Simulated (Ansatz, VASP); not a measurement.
**Ta4O: VASP beside Ansatz**

The input INCAR:

```
PREC     = Accurate       # precision mode
ENCUT    = 520            # plane-wave cutoff, eV
EDIFF    = 1E-6           # SCF threshold, eV
ISMEAR   = 0              # smearing method
SIGMA    = 0.15           # smearing width, eV
LREAL    = False          # projectors in reciprocal space
LASPH    = True           # aspherical terms in the spheres
NELM     = 60             # most SCF steps
ALGO     = Normal         # electronic algorithm
ISIF     = 2              # what is computed and relaxed
LWAVE    = False          # write WAVECAR
LCHARG   = True           # write CHGCAR
GGA      = PE             # functional
LELF     = True           # ELF
LVHAR    = True         
NBANDS   = 33             # bands
```

KPOINTS

```
regular mesh
0
Gamma
  14 14 8
```

Contents of POSCAR:

```
Ta4O
1.0
    3.0106040167      0.0000000000      0.0000000000
    0.0000000000      3.2547070451      0.0000000000
    0.0000000000      0.0000000000      7.3953866605
Ta O
4 1
Direct
    0.0000000000      0.0000000000      0.5000000000
    0.5000000000      0.5000000000      0.7829127297
    0.5000000000      0.5000000000      0.2170872703
    0.0000000000      0.0000000000      0.0000000000
    0.5000000000      0.5000000000      0.5000000000
```

Input for Ansatz:

```yaml
crystal:
  lattice:
    - [3.0106040167, 0.0, 0.0]
    - [0.0, 3.2547070451, 0.0]
    - [0.0, 0.0, 7.3953866605]
  atoms:
    - { symbol: Ta, position: [0.0, 0.0, 0.5] }
    - { symbol: Ta, position: [0.5, 0.5, 0.7829127297] }
    - { symbol: Ta, position: [0.5, 0.5, 0.2170872703] }
    - { symbol: Ta, position: [0.0, 0.0, 0.0] }
    - { symbol: O, position: [0.5, 0.5, 0.5] }
basis:
  ecutwfc: 420
kpoints:
  mp_grid: { grid: [14, 14, 8] }
hamiltonian:
  xc: pbe
scf:
  occupations: { method: gaussian, width: 0.15 }
output:
  forces: true
  stress: true
  eigenvalues: true
```

Change from the starting cell: strain -0.0750 x Voigt [1, 0, 0, 0, 0, 0], atoms carried along.

Alike in both runs: task single point; functional PBE; k mesh 14 × 14 × 8; occupations gaussian, width 0.15 eV; no spin polarisation.

```csv
,VASP,Ansatz
version,VASP 6.6.1,Ansatz 0.2.0
potentials or method,"VASP PAW PBE potentials, release 64 (Ta_pv, O), cutoff 520 eV","scalar-relativistic, plane waves, PAW"
valence electrons in the cell,50,58
```

Ansatz gave:

* gap on the k mesh at the Fermi level (eV): none
* pressure (GPa): 19.7
* traceless stress, the component that is largest in VASP (GPa): 8.04
* rms of the force components (eV/Å): 0.093

Estimate VASP's values.

gap on the k mesh at the Fermi level (eV): none; pressure (GPa): 20.1; traceless stress, the component that is largest in VASP (GPa): 7.95; rms of the force components (eV/Å): 0.082.

Atom by atom the forces differ by 0.011 eV/Å (rms over components). A gap of «none» marks a metal or a gap that the smearing closes. The functional is the same, so the differences come from potentials, cutoffs and numerics. VASP's potentials hold 50 valence electrons a cell and Ansatz's 58, so a difference there can come from the potentials and not from the codes.

Spin-orbit coupling is off throughout.
